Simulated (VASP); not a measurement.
# HfPt3 (Pm-3m) in VASP: single point with LDA

Aim: the single point of HfPt3 with LDA.

Program: VASP 6.6.1. These are calculated values, not measurements. Logs are shortened: lines on timing, memory, paths and dates and some standing lists are left out, and cuts for length are marked.

## 1. The cell of the first run

The structure is cubic, space group Pm-3m (No. 221). The conventional cell has a = 4.002 Å, b = 4.002 Å, c = 4.002 Å, α = 90.00°, β = 90.00°, γ = 90.00°. Hf (site symmetry m-3m) has 12 Pt at 2.83 Å within 3.7 Å. Within 3.7 Å of Pt (site symmetry 4/mmm) lie 4 Hf at 2.83 Å and 8 Pt at 2.83 Å.

## 2. Single point, LDA

INCAR

```
SYSTEM = HfPt3
PREC = Accurate
ENCUT = 520
EDIFF = 1E-7
ISMEAR = 0
SIGMA = 0.05
LREAL = .False.
LASPH = .True.
NELM = 60
ALGO = Normal
ISIF = 2
LWAVE = .False.
LCHARG = .False.
NBANDS = 28
```

KPOINTS

```
Automatic mesh
0
Gamma
  8 8 8
  0 0 0
```

POSCAR

```
HfPt3
1.0
    4.0024500600      0.0000000000      0.0000000000
    0.0000000000      4.0024500600      0.0000000000
    0.0000000000      0.0000000000      4.0024500600
Hf Pt
1 3
Direct
    0.0000000000      0.0000000000      0.0000000000
    0.5000000000      0.5000000000      0.0000000000
    0.5000000000      0.0000000000      0.5000000000
    0.0000000000      0.5000000000      0.5000000000
```

Potentials or basis: VASP PAW LDA potentials, release 64 (Hf_pv, Pt).

The run is started by

```bash
> cat potpaw_LDA.64/Hf_pv/POTCAR potpaw_LDA.64/Pt/POTCAR > POTCAR
> mpirun -np 1 vasp_std > vasp.out
```

OUTCAR:

```text
SYSTEM = HfPt3
   PREC = Accurate
   ENCUT = 520
   EDIFF = 1E-7
   ISMEAR = 0
   LREAL = .False.
   LASPH = .True.
   NELM = 60
   ISIF = 2

 ion  position               nearest neighbor table
   1  0.000  0.000  0.000-   2 2.83   3 2.83   4 2.83   3 2.83   4 2.83   2 2.83   4 2.83   4 2.83
                             2 2.83   3 2.83   3 2.83   2 2.83
   2  0.500  0.500  0.000-   1 2.83   3 2.83   4 2.83   3 2.83   4 2.83   1 2.83   3 2.83   3 2.83
                             1 2.83   4 2.83   4 2.83   1 2.83
   3  0.500  0.000  0.500-   1 2.83   2 2.83   4 2.83   1 2.83   2 2.83   2 2.83   4 2.83   2 2.83
                             1 2.83   4 2.83   1 2.83   4 2.83
   4  0.000  0.500  0.500-   1 2.83   2 2.83   3 2.83   1 2.83   2 2.83   1 2.83   3 2.83   1 2.83
                             2 2.83   3 2.83   2 2.83   3 2.83

  LATTYP: Found a simple cubic cell.
 ALAT       =     4.0024500600

  Lattice vectors:

 A1 = (   4.0024500600,   0.0000000000,   0.0000000000)
 A2 = (   0.0000000000,   4.0024500600,   0.0000000000)
 A3 = (   0.0000000000,   0.0000000000,   4.0024500600)

Analysis of symmetry for initial positions (statically):
=====================================================================
 Subroutine PRICEL returns:
 Original cell was already a primitive cell.

 Routine SETGRP: Setting up the symmetry group for a
 simple cubic supercell.

 Subroutine GETGRP returns: Found 48 space group operations
 (whereof 48 operations were pure point group operations)
 out of a pool of 48 trial point group operations.

The static configuration has the point symmetry O_h .

Analysis of symmetry for dynamics (positions and initial velocities):
=====================================================================
 Subroutine PRICEL returns:
 Original cell was already a primitive cell.

 Routine SETGRP: Setting up the symmetry group for a
 simple cubic supercell.

 Subroutine GETGRP returns: Found 48 space group operations
 (whereof 48 operations were pure point group operations)
 out of a pool of 48 trial point group operations.

The dynamic configuration has the point symmetry O_h .

 Subroutine INISYM returns: Found 48 space group operations
 (whereof 48 operations are pure point group operations),
 and found     1 'primitive' translations

----------------------------------------------------------------------------------------

                                     Primitive cell

  volume of cell :      64.1177

  direct lattice vectors                    reciprocal lattice vectors
[... 93 lines left out ...]
   EDIFFG = 0.1E-05   stopping-criterion for IOM
   NSW    =      0    number of steps for IOM
   IBRION =     -1    ionic relax: 0-MD 1-quasi-New 2-CG
   NFREE  =      0    steps in history (QN), initial steepest desc. (CG)
   ISIF   =      2    stress and relaxation
   ISYM   =      2    0-nonsym 1-usesym 2-fastsym
   POTIM  = 0.5000    time-step for ionic-motion
   TEBEG  =    0.0;   TEEND  =   0.0 temperature during run
   PSTRESS=    0.0 pullay stress
   NELECT =      40.0000    total number of electrons
   NUPDOWN=      -1.0000    fix difference up-down
   EMIN   =  10.00;   EMAX   =-10.00  energy-range for DOS
   EFERMI =   0.00;   METHOD = LEGACY
   ISMEAR =     0;   SIGMA  =   0.05  broadening in eV -4-tet -1-fermi 0-gaus
   EFERMI_NEDOS =   21; number of points for ismear=-14 and -15
   IALGO  =     38    algorithm
   IMIX   =      4    mixing-type and parameters
     AMIX     =   0.40;   BMIX     =  1.00
     AMIX_MAG =   1.60;   BMIX_MAG =  1.00
  volume/ion in A,a.u.               =      16.03       108.17
  Fermi-wavevector in a.u.,A,eV,Ry     =   1.398843  2.643430 26.623351  1.956761
  Thomas-Fermi vector in A             =   2.521961
   LORBIT       =      0    0 simple, 1 ext, 2 COOP (PROOUT), +10 PAW based schemes
   GGA     = CA    functional components
   LHFCALC =     F    Hartree Fock is set to
   AEXX    =    0.0000 exact exchange contribution
   IVDW    =     0    specifies the selected vdW correction
   LEPSILON=     F    determine dielectric tensor
   LRPA    =     F    only Hartree local field effects (RPA)
 non-spin polarized calculation
 Gauss-broadening in eV      SIGMA  =   0.05
  energy-cutoff  :      520.00
  volume of cell :       64.12
 maximum number of plane-waves:      1751
 NGX is ok and might be reduce to    30
   NGX = 15   NGY = 15   NGZ = 15

 number of electron      40.0000005 magnetization

 Free energy of the ion-electron system (eV)
  ---------------------------------------------------
  ext. energy  EPLUGINS =         0.00000000
  ---------------------------------------------------
  free energy    TOTEN  =       -37.65985859 eV

  energy without entropy =      -37.65920397  energy(sigma->0) =      -37.65953128

 E-fermi :  10.5438     XC(G=0): -13.2750

 val. band max:       10.4159814939   @ k =   0.1250   0.1250   0.0000
 cond. band min:      10.5513274870   @ k =   0.5000   0.5000   0.3750
 fundamental gap:      0.1353459931
 Fermi energy:        10.5437688571

 k-point     1 :       0.0000    0.0000    0.0000
  band No.  band energies     occupation
      1     -21.1679      2.00000
      2     -21.1679      2.00000
      3     -21.1679      2.00000
      4       0.0380      2.00000
      5       3.0773      2.00000
      6       3.0773      2.00000
[... 733 lines left out ...]
     27      15.6002      0.00000
     28      18.0243      0.00000

 [... further k-points ...]

------------------------ aborting loop because EDIFF is reached ----------------------------------------

  FORCE on cell =-STRESS in cart. coord.  units (eV):
  Direction    XX          YY          ZZ          XY          YZ          ZX
  --------------------------------------------------------------------------------------
  -------------------------------------------------------------------------------------
  Total       -3.4040798     -3.4040798     -3.4040798      0.0000000      0.0000000     -0.0000000
  in kB      -85.0614043    -85.0614043    -85.0614043      0.0000000      0.0000000     -0.0000000
  external PRESSURE =     -85.0614043 kB  Pullay stress =       0.0000000 kB

 VOLUME and BASIS-vectors are now :
 -----------------------------------------------------------------------------
  energy-cutoff  :      520.00
  volume of cell :       64.12
      direct lattice vectors                 reciprocal lattice vectors
     4.002450060  0.000000000  0.000000000     0.249846965  0.000000000  0.000000000
     0.000000000  4.002450060  0.000000000     0.000000000  0.249846965  0.000000000
     0.000000000  0.000000000  4.002450060     0.000000000  0.000000000  0.249846965

 POSITION                                       TOTAL-FORCE (eV/Angst)
 -----------------------------------------------------------------------------------
      0.00000      0.00000      0.00000         0.000000      0.000000      0.000000
      2.00123      2.00123      0.00000         0.000000      0.000000      0.000000
      2.00123      0.00000      2.00123         0.000000      0.000000      0.000000
      0.00000      2.00123      2.00123         0.000000      0.000000      0.000000
 -----------------------------------------------------------------------------------
    total drift:                                0.000000      0.000000     -0.000000

  FREE ENERGIE OF THE ION-ELECTRON SYSTEM (eV)
  ---------------------------------------------------
  free  energy   TOTEN  =       -37.6598585892 eV

  energy  without entropy=      -37.6592039711  energy(sigma->0) =      -37.65953128
```

OSZICAR:

```text
N       E                     dE             d eps       ncg     rms          rms(c)
DAV:   1     0.219610980399E+03    0.21961E+03   -0.20751E+04  1960   0.139E+03
DAV:   2    -0.304491483856E+02   -0.25006E+03   -0.24008E+03  2216   0.323E+02
DAV:   3    -0.394718469437E+02   -0.90227E+01   -0.88810E+01  2332   0.530E+01
DAV:   4    -0.395619622473E+02   -0.90115E-01   -0.90047E-01  2160   0.562E+00
DAV:   5    -0.395629390221E+02   -0.97677E-03   -0.97672E-03  2200   0.591E-01    0.619E+01
DAV:   6    -0.380349273425E+02    0.15280E+01   -0.33261E+00  2048   0.113E+01    0.327E+01
DAV:   7    -0.377357179948E+02    0.29921E+00   -0.12383E+00  2032   0.559E+00    0.119E+01
DAV:   8    -0.376726154569E+02    0.63103E-01   -0.34305E-01  2080   0.335E+00    0.266E+00
DAV:   9    -0.376601372523E+02    0.12478E-01   -0.63893E-02  2204   0.158E+00    0.178E+00
DAV:  10    -0.376598625564E+02    0.27470E-03   -0.10980E-03  2276   0.177E-01    0.217E-01
DAV:  11    -0.376598580287E+02    0.45277E-05   -0.26205E-05  2184   0.312E-02    0.396E-02
DAV:  12    -0.376598589454E+02   -0.91667E-06   -0.67242E-06  2336   0.154E-02    0.105E-02
DAV:  13    -0.376598586048E+02    0.34062E-06   -0.75345E-07  2120   0.485E-03    0.148E-02
DAV:  14    -0.376598585892E+02    0.15594E-07   -0.12944E-07  1612   0.211E-03
   1 F= -.37659859E+02 E0= -.37659531E+02  d E =-.654618E-03
```

Run time: 22 s. Hardware: 1 thread of Intel Xeon 6975P-C (Granite Rapids), shared host; peak memory 0.18 GiB.

What came out:

```
Free energy            : -37.6599 eV
Pressure               : -8.5 GPa
Band gap on the k mesh : zero (bands 20 and 21 overlap by 2.02 eV)
```

Caveat: the cell stands under tension; spin-orbit coupling is left out, which moves the levels of the heavy elements.
